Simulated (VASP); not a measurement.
# Ti4O in VASP: further runs

Ti4O is run at these levels: PBE; tasks: single point.

Everything below comes from runs of VASP 6.6.1. Logs are shortened: lines on timing, memory, paths and dates and some standing lists are left out, and cuts for length are marked.

### 1 The cell of the first run

The cell holds a slab with vacuum, 5 atoms: a = 3.255 Å, b = 3.255 Å, c = 20.179 Å, α = 90.00°, β = 90.00°, γ = 90.00°.

### 2 Single point, PBE

File INCAR:

```
SYSTEM = Ti4O
  PREC = Accurate
  ENCUT = 520
  EDIFF = 1E-6
  ISMEAR = 0
  SIGMA = 0.1
  LREAL = .FALSE.
  LASPH = .TRUE.
  NELM = 60
  ALGO = Normal
  ISIF = 2
  LWAVE = .FALSE.
  LCHARG = .FALSE.
  LDIPOL = .TRUE.
  IDIPOL = 3
  DIPOL = 0.5 0.5 0.352
  GGA = PE
  NBANDS = 35
```

File KPOINTS:

```
Automatic mesh
0
G
  8 8 1
  0 0 0
```

File POSCAR:

```
Ti4O
1.0
    3.2553359278      0.0000000000      0.0000000000
    0.0000000000      3.2553359278      0.0000000000
    0.0000000000      0.0000000000     20.1793674396
Ti O
4 1
Direct
    0.5000000000      0.5000000000      0.1982222690
    0.0000000000      0.0000000000      0.2788822782
    0.5000000000      0.5000000000      0.3551865237
    0.0000000000      0.0000000000      0.4301109767
    0.1250000000      0.2500000000      0.4978838820
```

Potentials or basis: VASP PAW PBE potentials, release 64 (Ti_sv, O).

Run with:

```
> cat potpaw_PBE.64/Ti_sv/POTCAR potpaw_PBE.64/O/POTCAR > POTCAR
> mpirun -np 1 vasp_std > vasp.out
```

OUTCAR:

```text
SYSTEM = Ti4O
   PREC = Accurate
   ENCUT = 520
   EDIFF = 1E-6
   ISMEAR = 0
   LREAL = .FALSE.
   LASPH = .TRUE.
   NELM = 60
   ISIF = 2
   GGA = PE

 ion  position               nearest neighbor table
   1  0.500  0.500  0.198-   2 2.82   2 2.82   2 2.82   2 2.82
   2  0.000  0.000  0.279-   3 2.77   3 2.77   3 2.77   3 2.77   1 2.82   1 2.82   1 2.82   1 2.82

   3  0.500  0.500  0.355-   4 2.75   4 2.75   4 2.75   4 2.75   2 2.77   2 2.77   2 2.77   2 2.77

   4  0.000  0.000  0.430-   5 1.64   3 2.75   3 2.75   3 2.75   3 2.75
   5  0.125  0.250  0.498-   4 1.64

  LATTYP: Found a simple tetragonal cell.
 ALAT       =     3.2553359278
 C/A-ratio  =     6.1988587007

  Lattice vectors:

 A1 = (   3.2553359278,   0.0000000000,   0.0000000000)
 A2 = (   0.0000000000,   3.2553359278,   0.0000000000)
 A3 = (   0.0000000000,   0.0000000000,  20.1793674396)

Analysis of symmetry for initial positions (statically):
=====================================================================
 Subroutine PRICEL returns:
 Original cell was already a primitive cell.

 Routine SETGRP: Setting up the symmetry group for a
 simple tetragonal supercell.

 Subroutine GETGRP returns: Found  1 space group operations
 (whereof  1 operations were pure point group operations)
 out of a pool of 16 trial point group operations.

The static configuration has the point symmetry C_1 .

Analysis of symmetry for dynamics (positions and initial velocities):
=====================================================================
 Subroutine PRICEL returns:
 Original cell was already a primitive cell.

 Routine SETGRP: Setting up the symmetry group for a
 simple tetragonal supercell.

 Subroutine GETGRP returns: Found  1 space group operations
 (whereof  1 operations were pure point group operations)
 out of a pool of 16 trial point group operations.

The dynamic configuration has the point symmetry C_1 .

 Subroutine INISYM returns: Found  1 space group operations
 (whereof  1 operations are pure point group operations),
 and found     1 'primitive' translations

----------------------------------------------------------------------------------------

                                     Primitive cell

  volume of cell :     213.8450

  direct lattice vectors                    reciprocal lattice vectors
     3.255335928  0.000000000  0.000000000     0.307187959  0.000000000  0.000000000
     0.000000000  3.255335928  0.000000000     0.000000000  0.307187959  0.000000000
     0.000000000  0.000000000 20.179367440     0.000000000  0.000000000  0.049555567

  length of vectors
     3.255335928  3.255335928 20.179367440     0.307187959  0.307187959  0.049555567

  position of ions in fractional coordinates (direct lattice)
     0.500000000  0.500000000  0.198222269
     0.000000000  0.000000000  0.278882278
     0.500000000  0.500000000  0.355186524
     0.000000000  0.000000000  0.430110977
     0.125000000  0.250000000  0.497883882

  ion indices of the primitive-cell ions
   primitive index   ion index
                 1           1
                 2           2
                 3           3
                 4           4
                 5           5

----------------------------------------------------------------------------------------

 KPOINTS: Automatic mesh

Automatic generation of k-mesh.
 Grid dimensions read from file:
 generate k-points for:    8    8    1

 Generating k-lattice:

  Cartesian coordinates                     Fractional coordinates (reciprocal lattice)
     0.038398495  0.000000000  0.000000000     0.125000000  0.000000000  0.000000000
     0.000000000  0.038398495  0.000000000     0.000000000  0.125000000  0.000000000
     0.000000000  0.000000000  0.049555567     0.000000000  0.000000000  1.000000000

  Length of vectors
     0.038398495  0.038398495  0.049555567

  Shift w.r.t. Gamma in fractional coordinates (k-lattice)
     0.000000000  0.000000000  0.000000000

 Subroutine IBZKPT returns following result:
 ===========================================

 Found     34 irreducible k-points:

 Following reciprocal coordinates:
            Coordinates               Weight
  0.000000  0.000000  0.000000      1.000000
  0.125000  0.000000  0.000000      2.000000
  0.000000  0.125000  0.000000      2.000000
  0.250000  0.000000  0.000000      2.000000
  0.000000  0.250000  0.000000      2.000000
  0.375000  0.000000  0.000000      2.000000
[... 16 lines left out ...]
 -0.250000  0.250000  0.000000      2.000000
  0.375000  0.250000  0.000000      2.000000
 [... further k-points ...]
   k-points           NKPTS =     34   k-points in BZ     NKDIM =     34   number of bands    NBANDS=     35
   number of dos      NEDOS =    301   number of ions     NIONS =      5
   total plane-waves  NPLWV =  86400
   dimension x,y,z NGX =    24 NGY =   24 NGZ =  150
   dimension x,y,z NGXF=    48 NGYF=   48 NGZF=  300
   ions per type =               4   1
   NGX,Y,Z   is equivalent  to a cutoff of  12.26, 12.26, 12.36 a.u.
   NGXF,Y,Z  is equivalent  to a cutoff of  24.51, 24.51, 24.72 a.u.
 SYSTEM =  Ti4O
   PREC   = accura    normal or accurate (medium, high low for compatibility)
   ISTART =      0    job   : 0-new  1-cont  2-samecut
   ICHARG =      2    charge: 1-file 2-atom 10-const
   ISPIN  =      1    spin polarized calculation?
   LNONCOLLINEAR =      F non collinear calculations
   LSORBIT =      F    spin-orbit coupling
   LASPH  =      T    aspherical Exc in radial PAW
   ENCUT  =  520.0 eV  38.22 Ry    6.18 a.u.   6.05  6.05 37.52*2*pi/ulx,y,z
   NELM   =     60;   NELMIN=  2; NELMDL= -5     # of ELM steps
   EDIFF  = 0.1E-05   stopping-criterion for ELM
   LREAL  =      F    real-space projection
   EDIFFG = 0.1E-04   stopping-criterion for IOM
   NSW    =      0    number of steps for IOM
   IBRION =     -1    ionic relax: 0-MD 1-quasi-New 2-CG
   NFREE  =      0    steps in history (QN), initial steepest desc. (CG)
   ISIF   =      2    stress and relaxation
   ISYM   =      2    0-nonsym 1-usesym 2-fastsym
   POTIM  = 0.5000    time-step for ionic-motion
   TEBEG  =    0.0;   TEEND  =   0.0 temperature during run
   PSTRESS=    0.0 pullay stress
   NELECT =      54.0000    total number of electrons
   NUPDOWN=      -1.0000    fix difference up-down
   EMIN   =  10.00;   EMAX   =-10.00  energy-range for DOS
   EFERMI =   0.00;   METHOD = LEGACY
   ISMEAR =     0;   SIGMA  =   0.10  broadening in eV -4-tet -1-fermi 0-gaus
   EFERMI_NEDOS =   21; number of points for ismear=-14 and -15
   IALGO  =     38    algorithm
   IMIX   =      4    mixing-type and parameters
     AMIX     =   0.40;   BMIX     =  1.00
     AMIX_MAG =   1.60;   BMIX_MAG =  1.00
  volume/ion in A,a.u.               =      42.77       288.62
  Fermi-wavevector in a.u.,A,eV,Ry     =   1.034760  1.955413 14.568147  1.070729
  Thomas-Fermi vector in A             =   2.169071
   LORBIT       =      0    0 simple, 1 ext, 2 COOP (PROOUT), +10 PAW based schemes
   GGA     = PE    functional components
   LHFCALC =     F    Hartree Fock is set to
   AEXX    =    0.0000 exact exchange contribution
   IVDW    =     0    specifies the selected vdW correction
   LEPSILON=     F    determine dielectric tensor
   LRPA    =     F    only Hartree local field effects (RPA)
 non-spin polarized calculation
 Gauss-broadening in eV      SIGMA  =   0.10
  energy-cutoff  :      520.00
  volume of cell :      213.85
 maximum number of plane-waves:      5808
   NGX = 13   NGY = 13   NGZ = 75

 dipolmoment           0.000000      0.000000     -0.290371 electrons x Angstroem

 number of electron      54.0000020 magnetization

 dipolmoment           0.000000      0.000000      0.234928 electrons x Angstroem

 Free energy of the ion-electron system (eV)
  ---------------------------------------------------
  ext. energy  EPLUGINS =         0.00000000
  ---------------------------------------------------
  free energy    TOTEN  =       -36.58818106 eV

  energy without entropy =      -36.54891371  energy(sigma->0) =      -36.56854738

 E-fermi :  -0.6400     XC(G=0):  -5.0294

 val. band max:       -0.6438808385   @ k =  -0.3750   0.3750   0.0000
 cond. band min:      -0.6338537873   @ k =  -0.2500   0.2500   0.0000
 fundamental gap:      0.0100270512
 Fermi energy:        -0.6399780936

 k-point     1 :       0.0000    0.0000    0.0000
  band No.  band energies     occupation
      1     -57.7278      2.00000
      2     -57.2739      2.00000
      3     -57.0149      2.00000
      4     -56.8662      2.00000
      5     -34.0908      2.00000
      6     -33.8847      2.00000
[... 27 lines left out ...]
     34       1.0573      0.00000
     35       1.4273      0.00000

 k-point     2 :       0.1250    0.0000    0.0000
  band No.  band energies     occupation
      1     -57.7257      2.00000
      2     -57.2699      2.00000
      3     -57.0103      2.00000
      4     -56.8710      2.00000
      5     -34.0922      2.00000
      6     -33.8906      2.00000
[... 27 lines left out ...]
     34       1.1900      0.00000
     35       1.3976      0.00000

 k-point     3 :       0.0000    0.1250    0.0000
  band No.  band energies     occupation
      1     -57.7257      2.00000
      2     -57.2698      2.00000
      3     -57.0103      2.00000
      4     -56.8710      2.00000
      5     -34.0923      2.00000
      6     -33.9050      2.00000
[... 27 lines left out ...]
     34       1.1246      0.00000
     35       1.4756      0.00000

 k-point     4 :       0.2500    0.0000    0.0000
  band No.  band energies     occupation
      1     -57.7208      2.00000
      2     -57.2602      2.00000
      3     -56.9973      2.00000
      4     -56.8844      2.00000
      5     -34.0966      2.00000
      6     -33.9395      2.00000
[... 27 lines left out ...]
     34       1.2530      0.00000
     35       1.5739      0.00000

 k-point     5 :       0.0000    0.2500    0.0000
  band No.  band energies     occupation
      1     -57.7208      2.00000
      2     -57.2599      2.00000
      3     -56.9973      2.00000
      4     -56.8844      2.00000
      5     -34.0968      2.00000
      6     -33.9542      2.00000
[... 638 lines left out ...]
 k-point    22 :       0.2500    0.2500    0.0000
  band No.  band energies     occupation
      1     -57.7149      2.00000
      2     -57.2504      2.00000
      3     -56.9828      2.00000
      4     -56.8940      2.00000
      5     -34.0881      2.00000
      6     -33.9446      2.00000
[... 27 lines left out ...]
     34       1.5621      0.00000
     35       1.8000      0.00000

 k-point    23 :      -0.2500    0.2500    0.0000
  band No.  band energies     occupation
      1     -57.7149      2.00000
      2     -57.2505      2.00000
      3     -56.9828      2.00000
      4     -56.8939      2.00000
      5     -34.0882      2.00000
      6     -33.9436      2.00000
[... 27 lines left out ...]
     34       1.3896      0.00000
     35       1.8876      0.00000

 k-point    24 :       0.3750    0.2500    0.0000
  band No.  band energies     occupation
      1     -57.7107      2.00000
      2     -57.2437      2.00000
      3     -56.9697      2.00000
      4     -56.9035      2.00000
      5     -34.0839      2.00000
      6     -33.9773      2.00000
[... 27 lines left out ...]
     34       1.6606      0.00000
     35       1.8594      0.00000

 [... further k-points ...]

------------------------ aborting loop because EDIFF is reached ----------------------------------------

 vacuum level on the upper side and lower side of the slab       (xc-potential included)         1.943        -2.009

  FORCE on cell =-STRESS in cart. coord.  units (eV):
  Direction    XX          YY          ZZ          XY          YZ          ZX
  --------------------------------------------------------------------------------------
  -------------------------------------------------------------------------------------
  Total        0.3665311     -0.6226667      1.6959936      0.2352737      1.8814699      0.8235409
  in kB        2.7461372     -4.6651655     12.7067833      1.7627261     14.0964156      6.1701623
  external PRESSURE =       3.5959183 kB  Pullay stress =       0.0000000 kB

 VOLUME and BASIS-vectors are now :
 -----------------------------------------------------------------------------
  energy-cutoff  :      520.00
  volume of cell :      213.85
      direct lattice vectors                 reciprocal lattice vectors
     3.255335928  0.000000000  0.000000000     0.307187959  0.000000000  0.000000000
     0.000000000  3.255335928  0.000000000     0.000000000  0.307187959  0.000000000
     0.000000000  0.000000000 20.179367440     0.000000000  0.000000000  0.049555567

 POSITION                                       TOTAL-FORCE (eV/Angst)
 -----------------------------------------------------------------------------------
      1.62767      1.62767      4.00000        -0.052344     -0.093053      0.598878
      0.00000      0.00000      5.62767         0.111979      0.273866     -0.578549
      1.62767      1.62767      7.16744        -0.200422     -0.249613     -1.584259
      0.00000      0.00000      8.67937        -0.311068     -1.324570      1.299603
      0.40692      0.81383     10.04698         0.451855      1.393369      0.264327
 -----------------------------------------------------------------------------------
    total drift:                                0.000118      0.000229      0.000544

  FREE ENERGIE OF THE ION-ELECTRON SYSTEM (eV)
  ---------------------------------------------------
  free  energy   TOTEN  =       -36.5881810591 eV

  energy  without entropy=      -36.5489137095  energy(sigma->0) =      -36.56854738

 vacuum level on the upper side and lower side of the slab         6.684         2.552
```

Run time: 13 min. Hardware: 1 thread of Intel Xeon 8259CL, shared host; peak memory 0.38 GiB.

What came out:

* Free energy: -36.5882 eV
* Largest force: 1.882 eV/Å
* Band gap on the k mesh: zero (bands 27 and 28 overlap by 0.55 eV)

Forces on the atoms (eV/Å):
```
Ti  -0.052 -0.093  0.599
Ti   0.112  0.274 -0.579
Ti  -0.200 -0.250 -1.584
Ti  -0.311 -1.325  1.300
O    0.452  1.393  0.264
```

### 3 Single point, PBE

File INCAR:

```
ALGO     = Normal         # electronic algorithm
DIPOL    = 0.5 0.5 0.347
EDIFF    = 1E-6           # SCF threshold, eV
ENCUT    = 520            # plane-wave cutoff, eV
GGA      = PE             # functional
IDIPOL   = 3            
ISIF     = 2              # what is computed and relaxed
ISMEAR   = 0              # smearing method
LASPH    = T              # aspherical terms in the spheres
LCHARG   = F              # write CHGCAR
LDIPOL   = T            
LREAL    = F              # projectors in reciprocal space
LWAVE    = F              # write WAVECAR
NBANDS   = 35             # bands
NELM     = 100            # most SCF steps
PREC     = Accurate       # precision mode
SIGMA    = 0.1            # smearing width, eV
```

File KPOINTS:

```
k-points
0
Gamma
  8 8 1
```

POSCAR, as its differences from that of step 2:

```diff
@@ -12,2 +12,2 @@
     0.0000000000      0.0000000000      0.4301109767
-    0.1250000000      0.2500000000      0.4978838820
+    0.2500000000      0.3750000000      0.4715569384
```

Potentials or basis: VASP PAW PBE potentials, release 64 (Ti_sv, O).

Run with:

```
> cat potpaw_PBE.64/Ti_sv/POTCAR potpaw_PBE.64/O/POTCAR > POTCAR
> mpirun -np 1 vasp_std > vasp.out
```

OUTCAR:

```text
EDIFF = 1E-6
   ENCUT = 520
   GGA = PE
   ISIF = 2
   ISMEAR = 0
   LASPH = T
   LREAL = F
   NELM = 100
   PREC = Accurate

 ion  position               nearest neighbor table
   1  0.500  0.500  0.198-   2 2.82   2 2.82   2 2.82   2 2.82
   2  0.000  0.000  0.279-   3 2.77   3 2.77   3 2.77   3 2.77   1 2.82   1 2.82   1 2.82   1 2.82

   3  0.500  0.500  0.355-   4 2.75   4 2.75   4 2.75   4 2.75   2 2.77   2 2.77   2 2.77   2 2.77

   4  0.000  0.000  0.430-   5 1.69   5 2.35   3 2.75   3 2.75   3 2.75   3 2.75
[... 1124 lines left out ...]
  -------------------------------------------------------------------------------------
  Total        0.1302399      0.1370910     -0.0988881      2.6040717      3.5434227      2.3308048
  in kB        0.9757882      1.0271183     -0.7408929     19.5103183     26.5481566     17.4629383
  external PRESSURE =       0.4206712 kB  Pullay stress =       0.0000000 kB

 VOLUME and BASIS-vectors are now :
 -----------------------------------------------------------------------------
  energy-cutoff  :      520.00
  volume of cell :      213.85
      direct lattice vectors                 reciprocal lattice vectors
     3.255335928  0.000000000  0.000000000     0.307187959  0.000000000  0.000000000
     0.000000000  3.255335928  0.000000000     0.000000000  0.307187959  0.000000000
     0.000000000  0.000000000 20.179367440     0.000000000  0.000000000  0.049555567

 POSITION                                       TOTAL-FORCE (eV/Angst)
 -----------------------------------------------------------------------------------
      1.62767      1.62767      4.00000        -0.080591     -0.070663      0.551210
      0.00000      0.00000      5.62767         0.090024      0.091527     -0.409288
      1.62767      1.62767      7.16744        -0.645013     -0.373249     -0.801551
      0.00000      0.00000      8.67937        -0.863639     -3.149035      0.581126
      0.81383      1.22075      9.51572         1.499219      3.501420      0.078503
 -----------------------------------------------------------------------------------
    total drift:                                0.000016      0.000029     -0.000017

  FREE ENERGIE OF THE ION-ELECTRON SYSTEM (eV)
  ---------------------------------------------------
  free  energy   TOTEN  =       -37.8630459379 eV

  energy  without entropy=      -37.8185781706  energy(sigma->0) =      -37.84081205

 vacuum level on the upper side and lower side of the slab         4.911         3.422
```

OSZICAR:

```text
N       E                     dE             d eps       ncg     rms          rms(c)
DAV:   1     0.679638769282E+03    0.67964E+03   -0.29262E+04  2716   0.154E+03
DAV:   2     0.604684428044E+02   -0.61917E+03   -0.60633E+03  2535   0.486E+02
DAV:   3    -0.321171163393E+02   -0.92586E+02   -0.91127E+02  3938   0.163E+02
[... 21 lines left out ...]
DAV:  25    -0.378630174588E+02   -0.25203E-04   -0.33134E-06  2112   0.111E-02    0.429E-03
DAV:  26    -0.378630379189E+02   -0.20460E-04   -0.41184E-06  2149   0.733E-03    0.174E-03
DAV:  27    -0.378630431379E+02   -0.52190E-05   -0.59718E-07  1720   0.495E-03    0.126E-03
DAV:  28    -0.378630456511E+02   -0.25132E-05   -0.63212E-07  1717   0.522E-03    0.114E-03
DAV:  29    -0.378630459379E+02   -0.28687E-06   -0.14623E-07  1656   0.228E-03
   1 F= -.37863046E+02 E0= -.37840812E+02  d E =-.444678E-01
```

stdout:

```text
POSCAR found type information on POSCAR TiO
 POSCAR found :  2 types and       5 ions
 scaLAPACK will be used
 LDA part: xc-table for (Slater+PW92), standard interpolation
 POSCAR, INCAR and KPOINTS ok, starting setup
 FFT: planning ... GRIDC
 FFT: planning ... GRID_SOFT
 FFT: planning ... GRID
 WAVECAR not read
 entering main loop
```

Wall time 13 min (1 thread of Intel Xeon 8259CL, shared host); peak memory 0.37 GiB.

What came out:

| Property | Result |
| --- | --- |
| Free energy | -37.8630 eV |
| Largest force | 3.810 eV/Å |
| Band gap on the k mesh | zero (bands 27 and 28 overlap by 0.62 eV) |

Forces on the atoms (eV/Å):
```
Ti  -0.081 -0.071  0.551
Ti   0.090  0.092 -0.409
Ti  -0.645 -0.373 -0.802
Ti  -0.864 -3.149  0.581
O    1.499  3.501  0.079
```

(Part 1 of 2 ends here.)
